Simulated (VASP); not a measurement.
Write the native input for VASP 6.6.1 that does the following.

```
Task                   : single point
Functional             : PBE
Potentials or basis    : VASP PAW PBE potentials, release 64 (Bi_d, Te)
Cutoff                 : 520 eV
k mesh                 : 9 × 9 × 9
Occupations            : fermi-dirac, width 0.1 eV
Spin                   : no spin polarisation
Dipole correction      : no
Further INCAR settings : ALGO = Normal; EDIFF = 1e-06; NBANDS = 18
```

The structure of BiTe lies in POSCAR:

```
BiTe
1.0
    0.0000000000      3.2350000000      3.0732500000
    3.2350000000      0.0000000000      3.0732500000
    3.2350000000      3.2350000000      0.0000000000
Bi Te
1 1
Direct
    0.0000000000      0.0000000000      0.0000000000
    0.5000000000      0.5000000000      0.5000000000
```

These files were run (other wordings do the same):

INCAR

```
SYSTEM = BiTe
  ALGO = Normal
  EDIFF = 1E-6
  ENCUT = 520
  GGA = PE
  ISIF = 2
  ISMEAR = -1
  LASPH = .TRUE.
  LCHARG = .TRUE.
  LELF = .TRUE.
  LREAL = .FALSE.
  LVHAR = .TRUE.
  LWAVE = .FALSE.
  NBANDS = 18
  NELM = 80
  PREC = Accurate
  SIGMA = 0.1
```

KPOINTS

```
k-points
0
G
  9 9 9
  0 0 0
```

Potentials or basis: VASP PAW PBE potentials, release 64 (Bi_d, Te).

Run with:

```bash
$ cat potpaw_PBE.64/Bi_d/POTCAR potpaw_PBE.64/Te/POTCAR > POTCAR
$ mpirun -np 1 vasp_std > vasp.out
```

Results of the run:

```
Pressure : 3.9 GPa
```

Wall time 61 s on 1 thread of Intel(R) Xeon(R) Platinum 8259CL CPU @ 2.50GHz (Skylake/Cascade Lake) (shared host), peak memory 0.25 GiB.
